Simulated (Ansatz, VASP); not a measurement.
BN: VASP beside Ansatz

```
CELL_PARAMETERS angstrom
2.56306 0.00000 0.00000
0.00000 3.62471 0.00000
0.00000 0.00000 18.56310
ATOMIC_POSITIONS crystal
B 0.25000 0.08431 0.44029
B 0.75000 0.63441 0.50000
B 0.25000 0.08431 0.55971
N 0.75000 0.90155 0.42928
N 0.25000 0.39388 0.50000
N 0.75000 0.90155 0.57072
```

Alike in both runs: functional PBE; k mesh 12 × 8 × 1; occupations fermi-dirac, width 0.02 eV; no spin polarisation.

Ansatz relaxed the structure, and its values are those at the end. VASP's run is a single point on that final structure, the one shown.

```csv
,VASP,Ansatz
version,VASP 6.6.1,Ansatz 0.2.0
potentials or method,"VASP PAW PBE potentials, release 64 (B, N)","PAW with Ansatz's default frozen-core files, scalar-relativistic"
plane-wave cutoff (eV),520,420
valence electrons in the cell,24,24
```

|  | VASP | Ansatz | Ansatz less VASP |
| --- | --- | --- | --- |
| rms of the force components (eV/Å) | 0.010 | 0.001 | -0.0091 |

Ansatz's warnings: stress scf threshold loose, xc potential rough in thin density.
